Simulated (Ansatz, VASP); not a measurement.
Given: the input of a run of VASP 6.6.1 on Na.

Contents of INCAR:

```
SYSTEM = Na
  ALGO = Normal
  EDIFF = 1E-6
  ENCUT = 500
  GGA = PS
  GGA_COMPAT = .FALSE.
  ISIF = 2
  ISMEAR = -1
  LASPH = .TRUE.
  LCHARG = .FALSE.
  LREAL = .FALSE.
  LWAVE = .FALSE.
  NBANDS = 14
  NELM = 120
  PREC = Accurate
  SIGMA = 0.05
```

Contents of KPOINTS:

```
k-points
0
G
  8 8 5
  0 0 0
```

Contents of POSCAR:

```
Na
1.0
    3.7670000000      0.0000000000      0.0000000000
   -1.8835000000      3.2623176961      0.0000000000
    0.0000000000      0.0000000000      6.4001600000
Na
2
Direct
    0.6666666667      0.3333333333      0.7500000000
    0.3333333333      0.6666666667      0.2500000000
```

Potentials or basis: VASP PAW PBE potentials, release 64 (Na_pv).

Command:

```console
$ cat potpaw_PBE.64/Na_pv/POTCAR > POTCAR
$ mpirun -np 1 vasp_std > vasp.out
```

Question: Translate it to Ansatz 0.2.0. Potentials there: all-electron LAPW, scalar-relativistic.

Answer: As run (the cutoff follows the program's own potentials):

File input.yaml:

```yaml
crystal:
  lattice:
    - [3.767, 0.0, 0.0]
    - [-1.8835, 3.2623176961, 0.0]
    - [0.0, 0.0, 6.40016]
  atoms:
    - { symbol: Na, position: [0.6666666667, 0.3333333333, 0.75] }
    - { symbol: Na, position: [0.3333333333, 0.6666666667, 0.25] }
kpoints:
  mp_grid: { grid: [8, 8, 5] }
scf:
  occupations: { method: fermi_dirac, width: 0.05 }
hamiltonian:
  xc: pbesol
  pseudopotentials: { kind: all_electron, lapw: { basis_error: 0.001 } }
output:
  forces: true
  stress: true
  eigenvalues: true
```

Potentials or basis: all-electron LAPW, scalar-relativistic.

The run is started by

```bash
$ ansatz run input.yaml --threads 1 --pin off --max-ram 3072MiB --backend cpu --events-out ev --progress --plain --runs-dir out
```

Both were run:

|  | VASP | Ansatz | Ansatz less VASP |
| --- | --- | --- | --- |
| gap on the k mesh at the Fermi level (eV) | none | none | - |
| pressure (GPa) | -0.5 | -0.5 | -0.01 |
| traceless stress, the component that is largest in VASP (GPa) | -0.42 | -0.41 | +0.003 |

VASP's potentials were made for PBE, not for PBEsol. A gap of «none» marks a metal or a gap that the smearing closes. Ansatz ran all-electron here, and VASP with PAW potentials.
